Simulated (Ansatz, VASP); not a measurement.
## Rh in VASP and in Ansatz

```
CELL_PARAMETERS angstrom
2.68919 0.00000 0.00000
-1.34460 2.32891 0.00000
0.00000 0.00000 4.39145
ATOMIC_POSITIONS crystal
Rh 0.33333 0.66667 0.25000
Rh 0.66667 0.33333 0.75000
```

Alike in both runs: task relaxation of cell and atoms; functional PBEsol; k mesh 13 × 13 × 7; occupations fermi-dirac, width 0.1 eV; no spin polarisation.

|  | VASP | Ansatz |
| --- | --- | --- |
| version | VASP 6.6.1 | Ansatz 0.2.0 |
| potentials or method | VASP PAW PBE potentials, release 64 (Rh_pv), cutoff 600 eV | plane waves (420 eV) with PAW, scalar-relativistic |
| valence electrons in the cell | 30 | 34 |

|  | VASP | Ansatz | Ansatz less VASP |
| --- | --- | --- | --- |
| relaxed volume (Å³/atom) | 13.57 | 13.58 | +0.010 |
| relaxed cell length with the largest relative difference (Å) | 2.688 | 2.689 | +0.0011 |

VASP's potentials were made for PBE, not for PBEsol, and Ansatz warns of the same on its side. VASP's potentials hold 30 valence electrons a cell and Ansatz's 34, so a difference there can come from the potentials and not from the codes.
